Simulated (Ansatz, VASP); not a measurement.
# Two plane-wave programs on Zr2NbC2

```
Zr Nb C
1.0
     3.28106    0.00000    0.00000
    -1.64053    2.84148    0.00000
     0.00000    0.00000    7.89568
Zr Nb C
2 1 2
Direct
  0.66667 0.33333 0.68245
  0.33333 0.66667 0.31755
  0.00000 0.00000 0.00000
  0.66667 0.33333 0.16319
  0.33333 0.66667 0.83681
```

Change from the starting cell: species swapped into the YbAl2Si2 type (P-3m1, No. 164).

Alike in both runs: task relaxation of cell and atoms; functional PBE; k mesh 12 × 12 × 6; occupations gaussian, width 0.1 eV; no spin polarisation.

|  | VASP | Ansatz |
| --- | --- | --- |
| version | VASP 6.6.1 | Ansatz 0.2.0 |
| potentials or method | VASP PAW PBE potentials, release 64 (Zr_sv, Nb_sv, C), cutoff 600 eV | scalar-relativistic, plane waves, PAW |
| valence electrons in the cell | 45 | 45 |

Ansatz gave:

* gap on the k mesh at the Fermi level, each at its own relaxed structure (eV): none
* relaxed volume (Å³/atom): 14.74
* relaxed length of the cell vector where the two differ most in proportion (Å): 7.850

**Question.** Estimate VASP's values.

**Answer.** gap on the k mesh at the Fermi level, each at its own relaxed structure (eV): none; relaxed volume (Å³/atom): 14.73; relaxed length of the cell vector where the two differ most in proportion (Å): 7.846.

A gap of «none» marks a metal or a gap that the smearing closes.
